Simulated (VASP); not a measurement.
Runs of VASP 6.6.1 on Al2Cu. The structure is that of space group I4/mcm (No. 140), or close to it. The cells are those of the table. 

```csv
cell,further INCAR settings,gap on the mesh (eV),pressure (GPa),largest force (eV/Å)
"a = 4.909 Å, angles 105.2, 105.2, 118.4°, 6 atoms",ALGO = Fast; EDIFF = 1e-06; NBANDS = 26,none,(a),0.11
"a = 4.872 Å, angles 104.5, 104.5, 119.8°, 6 atoms",ALGO = Fast; EDIFF = 1e-07; NBANDS = 26,none,4.0,0.01
"a = 4.948 Å, angles 103.2, 103.2, 122.8°, 6 atoms",ALGO = Fast; EDIFF = 1e-06; NBANDS = 26,none,0.3,0.12
"a = 4.909 Å, angles 103.9, 103.9, 121.3°, 6 atoms",ALGO = Fast; EDIFF = 1e-06; NBANDS = 26,none,1.5,0.07
```

Alike in all rows: task single point; level PBE; potentials or basis VASP PAW PBE potentials, release 64 (Al, Cu); no spin polarisation; k mesh 12 × 12 × 12; cutoff (eV) 520; smearing gaussian 0.15 eV.

Task: Estimate the missing entries.

Result: (a) 0.4.

Caveats: the stress differs along the axes, from -3 to 2 GPa (at least some runs); the cell stands under pressure (at least some runs); the stress differs along the axes, from -2 to 4 GPa (at least some runs).

A gap of «none» marks levels without a gap at the run's occupations.
